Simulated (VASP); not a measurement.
# TiSe2 (P-3m1) in VASP: further runs

Runs on TiSe2. Level: LDA. Tasks: single point, relaxation of cell and atoms.

Everything below comes from runs of VASP 6.6.1. Logs are shortened: lines on timing, memory, paths and dates and some standing lists are left out, and cuts for length are marked.

## (1) The cell of the first run

The structure is trigonal, space group P-3m1 (No. 164). Conventional cell: a = 3.392 Å, b = 3.392 Å, c = 5.659 Å, α = 90.00°, β = 90.00°, γ = 120.00°. Ti (site symmetry -3m) has 6 Se at 2.49 Å within 3.3 Å. Se (site symmetry 3m) has 3 Ti at 2.49 Å and 3 Se at 3.23 Å within 3.3 Å.

## (2) Single point, LDA

Contents of INCAR:

```
PREC = Accurate
ENCUT = 500
EDIFF = 1E-6
ISMEAR = -1
SIGMA = 0.03
LREAL = False
LASPH = True
NELM = 120
ALGO = Normal
ISIF = 2
LWAVE = False
LCHARG = True
LELF = True
LVHAR = True
NBANDS = 19
GGA_COMPAT = False
```

Contents of KPOINTS:

```
Automatic mesh
0
Gamma
  16 16 8
```

Contents of POSCAR:

```
TiSe2
1.0
    3.3916920936      0.0000000000      0.0000000000
   -1.6958460468      2.9372915148      0.0000000000
    0.0000000000      0.0000000000      5.6590509077
Ti Se
1 2
Direct
    0.0000000000      0.0000000000      0.0000000000
    0.3333333333      0.6666666667      0.2730045808
    0.6666666667      0.3333333333     -0.2730045808
```

Potentials or basis: VASP PAW LDA potentials, release 64 (Ti_sv, Se).

Launch:

```sh
$ cat potpaw_LDA.64/Ti_sv/POTCAR potpaw_LDA.64/Se/POTCAR > POTCAR
$ mpirun -np 1 vasp_std > vasp.out
```

OUTCAR:

```text
PREC = Accurate
   ENCUT = 500
   EDIFF = 1E-6
   ISMEAR = -1
   LREAL = False
   LASPH = True
   NELM = 120
   ISIF = 2

 ion  position               nearest neighbor table
   1  0.000  0.000  0.000-   2 2.49   3 2.49   2 2.49   3 2.49   3 2.49   2 2.49
   2  0.333  0.667  0.273-   1 2.49   1 2.49   1 2.49
   3  0.667  0.333  0.727-   1 2.49   1 2.49   1 2.49

  LATTYP: Found a hexagonal cell.
 ALAT       =     3.3916920936
 C/A-ratio  =     1.6685037296

  Lattice vectors:

 A1 = (   3.3916920936,   0.0000000000,   0.0000000000)
 A2 = (  -1.6958460468,   2.9372915148,   0.0000000000)
 A3 = (   0.0000000000,   0.0000000000,   5.6590509077)

Analysis of symmetry for initial positions (statically):
=====================================================================
 Subroutine PRICEL returns:
 Original cell was already a primitive cell.

 Routine SETGRP: Setting up the symmetry group for a
 hexagonal supercell.

 Subroutine GETGRP returns: Found 12 space group operations
 (whereof 12 operations were pure point group operations)
 out of a pool of 24 trial point group operations.

The static configuration has the point symmetry D_3d.

Analysis of symmetry for dynamics (positions and initial velocities):
=====================================================================
 Subroutine PRICEL returns:
 Original cell was already a primitive cell.

 Routine SETGRP: Setting up the symmetry group for a
 hexagonal supercell.

 Subroutine GETGRP returns: Found 12 space group operations
 (whereof 12 operations were pure point group operations)
 out of a pool of 24 trial point group operations.

The dynamic configuration has the point symmetry D_3d.

 Subroutine INISYM returns: Found 12 space group operations
 (whereof 12 operations are pure point group operations),
 and found     1 'primitive' translations

----------------------------------------------------------------------------------------

                                     Primitive cell

  volume of cell :      56.3777

  direct lattice vectors                    reciprocal lattice vectors
     3.391692094  0.000000000  0.000000000     0.294838084  0.170224847  0.000000000
    -1.695846047  2.937291515  0.000000000     0.000000000  0.340449695  0.000000000
     0.000000000  0.000000000  5.659050908     0.000000000  0.000000000  0.176708076

  length of vectors
     3.391692094  3.391692094  5.659050908     0.340449695  0.340449695  0.176708076

  position of ions in fractional coordinates (direct lattice)
     0.000000000  0.000000000  0.000000000
     0.333333333  0.666666667  0.273004581
     0.666666667  0.333333333  0.726995419

  ion indices of the primitive-cell ions
   primitive index   ion index
                 1           1
                 2           2
                 3           3

----------------------------------------------------------------------------------------

 KPOINTS: Automatic mesh

Automatic generation of k-mesh.
 Grid dimensions read from file:
 generate k-points for:   16   16    8

 Generating k-lattice:

  Cartesian coordinates                     Fractional coordinates (reciprocal lattice)
     0.018427380  0.010639053  0.000000000     0.062500000 -0.000000000  0.000000000
     0.000000000  0.021278106  0.000000000     0.000000000  0.062500000  0.000000000
     0.000000000  0.000000000  0.022088510     0.000000000  0.000000000  0.125000000

  Length of vectors
     0.021278106  0.021278106  0.022088510

  Shift w.r.t. Gamma in fractional coordinates (k-lattice)
     0.000000000  0.000000000  0.000000000

 Subroutine IBZKPT returns following result:
 ===========================================

 Found    213 irreducible k-points:

 Following reciprocal coordinates:
            Coordinates               Weight
  0.000000  0.000000  0.000000      1.000000
  0.062500  0.000000  0.000000      6.000000
  0.125000  0.000000  0.000000      6.000000
  0.187500  0.000000  0.000000      6.000000
  0.250000  0.000000  0.000000      6.000000
  0.312500 -0.000000  0.000000      6.000000
[... 16 lines left out ...]
  0.187500  0.187500  0.000000      6.000000
  0.250000  0.187500  0.000000     12.000000
 [... further k-points ...]
   k-points           NKPTS =    213   k-points in BZ     NKDIM =    213   number of bands    NBANDS=     19
   number of dos      NEDOS =    301   number of ions     NIONS =      3
   total plane-waves  NPLWV =  32928
   dimension x,y,z NGX =    28 NGY =   28 NGZ =   42
   dimension x,y,z NGXF=    56 NGYF=   56 NGZF=   84
   ions per type =               1   2
   NGX,Y,Z   is equivalent  to a cutoff of  13.72, 13.72, 12.34 a.u.
   NGXF,Y,Z  is equivalent  to a cutoff of  27.45, 27.45, 24.68 a.u.
 SYSTEM =  unknown system
   PREC   = accura    normal or accurate (medium, high low for compatibility)
   ISTART =      0    job   : 0-new  1-cont  2-samecut
   ICHARG =      2    charge: 1-file 2-atom 10-const
   ISPIN  =      1    spin polarized calculation?
   LNONCOLLINEAR =      F non collinear calculations
   LSORBIT =      F    spin-orbit coupling
   LASPH  =      T    aspherical Exc in radial PAW
   ENCUT  =  500.0 eV  36.75 Ry    6.06 a.u.   6.18  6.18 10.32*2*pi/ulx,y,z
   NELM   =    120;   NELMIN=  2; NELMDL= -5     # of ELM steps
   EDIFF  = 0.1E-05   stopping-criterion for ELM
   LREAL  =      F    real-space projection
   EDIFFG = 0.1E-04   stopping-criterion for IOM
   NSW    =      0    number of steps for IOM
   IBRION =     -1    ionic relax: 0-MD 1-quasi-New 2-CG
   NFREE  =      0    steps in history (QN), initial steepest desc. (CG)
   ISIF   =      2    stress and relaxation
   ISYM   =      2    0-nonsym 1-usesym 2-fastsym
   POTIM  = 0.5000    time-step for ionic-motion
   TEBEG  =    0.0;   TEEND  =   0.0 temperature during run
   PSTRESS=    0.0 pullay stress
   NELECT =      24.0000    total number of electrons
   NUPDOWN=      -1.0000    fix difference up-down
   EMIN   =  10.00;   EMAX   =-10.00  energy-range for DOS
   EFERMI =   0.00;   METHOD = LEGACY
   ISMEAR =    -1;   SIGMA  =   0.03  broadening in eV -4-tet -1-fermi 0-gaus
   EFERMI_NEDOS =   21; number of points for ismear=-14 and -15
   IALGO  =     38    algorithm
   IMIX   =      4    mixing-type and parameters
     AMIX     =   0.40;   BMIX     =  1.00
     AMIX_MAG =   1.60;   BMIX_MAG =  1.00
  volume/ion in A,a.u.               =      18.79       126.82
  Fermi-wavevector in a.u.,A,eV,Ry     =   1.231524  2.327243 20.635295  1.516651
  Thomas-Fermi vector in A             =   2.366330
   LORBIT       =      0    0 simple, 1 ext, 2 COOP (PROOUT), +10 PAW based schemes
   GGA     = CA    functional components
   LHFCALC =     F    Hartree Fock is set to
   AEXX    =    0.0000 exact exchange contribution
   IVDW    =     0    specifies the selected vdW correction
   LEPSILON=     F    determine dielectric tensor
   LRPA    =     F    only Hartree local field effects (RPA)
 non-spin polarized calculation
  energy-cutoff  :      500.00
  volume of cell :       56.38
 maximum number of plane-waves:      1460
 NGX is ok and might be reduce to    28
   NGX = 13   NGY = 13   NGZ = 21

 number of electron      24.0000000 magnetization

 Free energy of the ion-electron system (eV)
  ---------------------------------------------------
  ext. energy  EPLUGINS =         0.00000000
  ---------------------------------------------------
  free energy    TOTEN  =       -20.30863843 eV

  energy without entropy =      -20.30553855  energy(sigma->0) =      -20.30708849

 E-fermi :   6.3116     XC(G=0): -11.0131

 val. band max:        6.3047837988   @ k =   0.0000   0.3750   0.1250
 cond. band min:       6.3126494603   @ k =  -0.0625   0.5000   0.3750
 fundamental gap:      0.0078656615
 Fermi energy:         6.3116265632

 k-point     1 :       0.0000    0.0000    0.0000
  band No.  band energies     occupation
      1     -50.2495      2.00000
      2     -26.9092      2.00000
      3     -26.8646      2.00000
      4     -26.8646      2.00000
      5      -8.3849      2.00000
      6      -6.3909      2.00000
[... 11 lines left out ...]
     18      12.1088      0.00000
     19      13.0578      0.00000

 k-point     2 :       0.0625    0.0000    0.0000
  band No.  band energies     occupation
      1     -50.2489      2.00000
      2     -26.9079      2.00000
      3     -26.8703      2.00000
      4     -26.8658      2.00000
      5      -8.3336      2.00000
      6      -6.3739      2.00000
[... 11 lines left out ...]
     18      12.4981      0.00000
     19      13.3478      0.00000

 k-point     3 :       0.1250    0.0000    0.0000
  band No.  band energies     occupation
      1     -50.2473      2.00000
      2     -26.9042      2.00000
      3     -26.8867      2.00000
      4     -26.8695      2.00000
      5      -8.1824      2.00000
      6      -6.3252      2.00000
[... 11 lines left out ...]
     18      13.2489      0.00000
     19      14.0345      0.00000

 k-point     4 :       0.1875    0.0000    0.0000
  band No.  band energies     occupation
      1     -50.2449      2.00000
      2     -26.9114      2.00000
      3     -26.8984      2.00000
      4     -26.8749      2.00000
      5      -7.9401      2.00000
      6      -6.2527      2.00000
[... 407 lines left out ...]
     18      13.0734      0.00000
     19      13.9967      0.00000

 k-point    23 :       0.1875    0.1875    0.0000
  band No.  band energies     occupation
      1     -50.2386      2.00000
      2     -26.9639      2.00000
      3     -26.9009      2.00000
      4     -26.8833      2.00000
      5      -7.1785      2.00000
      6      -6.0694      2.00000
[... 11 lines left out ...]
     18      13.9652      0.00000
     19      15.0748      0.00000

 k-point    24 :       0.2500    0.1875    0.0000
  band No.  band energies     occupation
      1     -50.2364      2.00000
      2     -26.9796      2.00000
      3     -26.9122      2.00000
      4     -26.8783      2.00000
      5      -6.8395      2.00000
      6      -6.0202      2.00000
[... 11 lines left out ...]
     18      13.1985      0.00000
     19      15.0324      0.00000

 [... further k-points ...]

------------------------ aborting loop because EDIFF is reached ----------------------------------------

  FORCE on cell =-STRESS in cart. coord.  units (eV):
  Direction    XX          YY          ZZ          XY          YZ          ZX
  --------------------------------------------------------------------------------------
  -------------------------------------------------------------------------------------
  Total        1.1447357      1.1447357      1.1651242      0.0000000      0.0000000      0.0000000
  in kB       32.5318479     32.5318479     33.1112625      0.0000000      0.0000000      0.0000000
  external PRESSURE =      32.7249861 kB  Pullay stress =       0.0000000 kB

 VOLUME and BASIS-vectors are now :
 -----------------------------------------------------------------------------
  energy-cutoff  :      500.00
  volume of cell :       56.38
      direct lattice vectors                 reciprocal lattice vectors
     3.391692094  0.000000000  0.000000000     0.294838084  0.170224847  0.000000000
    -1.695846047  2.937291515  0.000000000     0.000000000  0.340449695  0.000000000
     0.000000000  0.000000000  5.659050908     0.000000000  0.000000000  0.176708076

 POSITION                                       TOTAL-FORCE (eV/Angst)
 -----------------------------------------------------------------------------------
      0.00000      0.00000      0.00000         0.000000      0.000000     -0.000000
     -0.00000      1.95819      1.54495         0.000000      0.000000      0.040969
      1.69585      0.97910      4.11410        -0.000000      0.000000     -0.040969
 -----------------------------------------------------------------------------------
    total drift:                                0.000000     -0.000000      0.000000

  FREE ENERGIE OF THE ION-ELECTRON SYSTEM (eV)
  ---------------------------------------------------
  free  energy   TOTEN  =       -20.3086384271 eV

  energy  without entropy=      -20.3055385454  energy(sigma->0) =      -20.30708849
```

Wall time 2 min (1 thread of Intel Xeon 6975P-C (Granite Rapids), shared host); peak memory 0.31 GiB.

Results:

* Free energy: -20.3086 eV
* Pressure: 3.3 GPa
* Largest force: 0.041 eV/Å
* Band gap on the k mesh: zero (band 12 reaches 6.90 eV, above the bottom of band 13 at 5.92 eV)

Forces in eV/Å, atoms in the order of the input:
```
Ti   0.000  0.000  0.000
Se   0.000  0.000  0.041
Se   0.000  0.000 -0.041
```

(Part 1 of 2 ends here.)
